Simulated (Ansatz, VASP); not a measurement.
## Two plane-wave programs on SiB5

```
CELL_PARAMETERS angstrom
4.31972 -2.98708 -0.00209
4.31972 2.98708 -0.00209
-3.00864 0.00000 4.19205
ATOMIC_POSITIONS crystal
Si 0.71358 0.71358 0.89684
Si 0.28642 0.28642 0.10316
B 0.00097 0.00097 0.66460
B 0.99903 0.99903 0.33540
B 0.01437 0.33705 0.34272
B 0.98563 0.66295 0.65728
B 0.66295 0.98563 0.65728
B 0.33705 0.01437 0.34272
B 0.82774 0.30119 0.92361
B 0.30119 0.82774 0.92361
B 0.69881 0.17226 0.07639
B 0.17226 0.69881 0.07639
```

Alike in both runs: functional PBE; k mesh 8 × 8 × 8; occupations gaussian, width 0.1 eV; no spin polarisation.

Ansatz relaxed the structure, and its values are those at the end. VASP's run is a single point on that final structure, the one shown.

|  | VASP | Ansatz |
| --- | --- | --- |
| version | VASP 6.6.1 | Ansatz 0.2.0 |
| potentials or method | VASP PAW PBE potentials, release 64 (Si, B), cutoff 520 eV | scalar-relativistic, plane waves, PAW |
| valence electrons in the cell | 38 | 38 |

```tsv
	VASP	Ansatz	Ansatz less VASP
gap on the k mesh at the Fermi level (eV)	none	none	-
pressure (GPa)	0.0	0.0	+0.01
rms of the force components (eV/Å)	0.006	0.002	-0.0034
```

A gap of «none» marks a metal or a gap that the smearing closes. The functional is the same, so the differences come from potentials, cutoffs and numerics.
